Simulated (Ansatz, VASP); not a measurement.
# V: VASP beside Ansatz

```xyz
2
Lattice="2.6043 0.0000 0.0000 -1.3021 2.2554 0.0000 0.0000 0.0000 4.7233" Properties=species:S:1:pos:R:3 pbc="T T T"
V     0.0000    1.5036    1.1808
V     1.3021    0.7518    3.5425
```

Alike in both runs: task single point; functional PBE; k mesh 12 × 12 × 6; occupations fermi-dirac, width 0.05 eV; collinear spin.

|  | VASP | Ansatz |
| --- | --- | --- |
| version | VASP 6.6.1 | Ansatz 0.2.0 |
| potentials or method | VASP PAW PBE potentials, release 64 (V_sv) | Ansatz PAW |
| plane-wave cutoff (eV) | 520 | 420 |
| valence electrons in the cell | 26 | 26 |

VASP gave:

```
gap on the k mesh at the Fermi level (eV)                     : none
pressure (GPa)                                                : -0.3
traceless stress, the component that is largest in VASP (GPa) : -0.76
net moment per atom (μB)                                      : 0.00
```

Task: Estimate Ansatz's values.

Result: gap on the k mesh at the Fermi level (eV): none; pressure (GPa): -0.5; traceless stress, the component that is largest in VASP (GPa): -0.74; net moment per atom (μB): 0.00.

A gap of «none» marks a metal or a gap that the smearing closes.
